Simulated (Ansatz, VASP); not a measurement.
## InSb: VASP beside Ansatz

File INCAR:

```
SYSTEM = InSb
PREC     = Accurate       ! precision mode
ENCUT    = 520            ! plane-wave cutoff, eV
EDIFF    = 1E-7           ! SCF threshold, eV
ISMEAR   = 0              ! smearing method
SIGMA    = 0.15           ! smearing width, eV
LREAL    = .FALSE.        ! projectors in reciprocal space
LASPH    = .TRUE.         ! aspherical terms in the spheres
NELM     = 100            ! most SCF steps
ALGO     = Normal         ! electronic algorithm
ISIF     = 2              ! what is computed and relaxed
LWAVE    = .FALSE.        ! write WAVECAR
LCHARG   = .FALSE.        ! write CHGCAR
GGA      = PE             ! functional
NBANDS   = 16             ! bands
```

The input KPOINTS:

```
Automatic mesh
0
G
  12 12 12
  0 0 0
```

File POSCAR:

```
InSb
1.0
    0.0000000000      3.3774743652      2.9214246080
    2.9266524205      0.0000000000      2.9214246080
    2.9266524205      3.3774743652      0.0000000000
In Sb
1 1
Direct
    0.0000000000      0.0000000000      0.0000000000
    0.5000000000      0.5000000000      0.5000000000
```

Input for Ansatz:

```yaml
crystal:
  lattice:
    - [0.0, 3.3774743652, 2.921424608]
    - [2.9266524205, 0.0, 2.921424608]
    - [2.9266524205, 3.3774743652, 0.0]
  atoms:
    - { symbol: In, position: [0.0, 0.0, 0.0] }
    - { symbol: Sb, position: [0.5, 0.5, 0.5] }
basis:
  ecutwfc: 420
kpoints:
  mp_grid: { grid: [12, 12, 12] }
hamiltonian:
  xc: pbe
  pseudopotentials: { kind: paw, azcp: { folder: soft_1 } }
scf:
  occupations: { method: gaussian, width: 0.15 }
output:
  forces: true
  stress: true
  eigenvalues: true
```

Change from the starting cell: strain +e along x and -e along y -0.0733, strain +e along z and -e/2 along x and y -0.0500.

Alike in both runs: task single point; functional PBE; k mesh 12 × 12 × 12; occupations gaussian, width 0.15 eV; no spin polarisation.

|  | VASP | Ansatz |
| --- | --- | --- |
| version | VASP 6.6.1 | Ansatz 0.2.0 |
| potentials or method | VASP PAW PBE potentials, release 64 (In_d, Sb), cutoff 520 eV | scalar-relativistic, plane waves, PAW |
| valence electrons in the cell | 18 | 28 |

|  | VASP | Ansatz | Ansatz less VASP |
| --- | --- | --- | --- |
| gap on the k mesh at the Fermi level (eV) | none | none | - |
| pressure (GPa) | 2.4 | 2.4 | +0.03 |
| traceless stress, the component that is largest in VASP (GPa) | -6.61 | -6.61 | -0.001 |

A gap of «none» marks a metal or a gap that the smearing closes. VASP's potentials hold 18 valence electrons a cell and Ansatz's 28, so a difference there can come from the potentials and not from the codes.

Neither program's run includes spin-orbit coupling.
